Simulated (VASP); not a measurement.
Write the native input for VASP 6.6.1 that does the following.

```
Task                   : single point
Functional             : PBE
Potentials or basis    : VASP PAW PBE potentials, release 64 (Mg, Cd, Te)
Cutoff                 : 520 eV
k mesh                 : 4 × 4 × 4
Occupations            : gaussian, width 0.1 eV
Spin                   : no spin polarisation
Dipole correction      : no
Further INCAR settings : ALGO = Normal; EDIFF = 1e-06; NBANDS = 46
```

The structure of Mg2Cd3Te5 lies in POSCAR:

```
Mg2Cd3Te5
1.0
    0.0000000000     -4.6554800540      0.0000000000
    4.6554800540      0.0000000000      0.0000000000
   -2.3277400270      2.3277400270     16.3882922792
Mg Cd Te
2 3 5
Direct
    0.4004047286      0.4004047286      0.8008094572
    0.5995952714      0.5995952714      0.1991905428
    0.8007692549      0.8007692549      0.6015385098
    1.0000000000      0.0000000000      1.0000000000
    0.1992307451      0.1992307451      0.3984614902
    0.3517763115      0.8517763115      0.7035526230
    0.9490089127      0.4490089127      0.8980178255
    0.5509910873      0.0509910873      0.1019821745
    0.1482236885      0.6482236885      0.2964473770
    0.7500000000      0.2500000000      0.5000000000
```

One way to write it, as run:

INCAR

```
PREC     = Accurate       # precision mode
ENCUT    = 520            # plane-wave cutoff, eV
EDIFF    = 1E-6           # SCF threshold, eV
ISMEAR   = 0              # smearing method
SIGMA    = 0.1            # smearing width, eV
LREAL    = F              # projectors in reciprocal space
LASPH    = T              # aspherical terms in the spheres
NELM     = 80             # most SCF steps
ALGO     = Normal         # electronic algorithm
ISIF     = 2              # what is computed and relaxed
LWAVE    = F              # write WAVECAR
LCHARG   = F              # write CHGCAR
GGA      = PE             # functional
NBANDS   = 46             # bands
```

KPOINTS

```
Automatic mesh
0
Gamma
  4 4 4
```

Potentials or basis: VASP PAW PBE potentials, release 64 (Mg, Cd, Te).

The run is started by

```sh
$ cat potpaw_PBE.64/Mg/POTCAR potpaw_PBE.64/Cd/POTCAR potpaw_PBE.64/Te/POTCAR > POTCAR
$ mpirun -np 1 vasp_std > vasp.out
```

It gave:

```yaml
Pressure: 0.1 GPa
Largest_force: 0.029 eV/Å
Band_gap_on_the_k_mesh: 1.19 eV, direct
```

Caveat: spin-orbit coupling is left out, which moves the levels of the heavy elements.

Run time: 7.1 min on 1 thread of Oxide Virtual Turin-like Processor, on a shared host, peak memory 0.47 GiB.
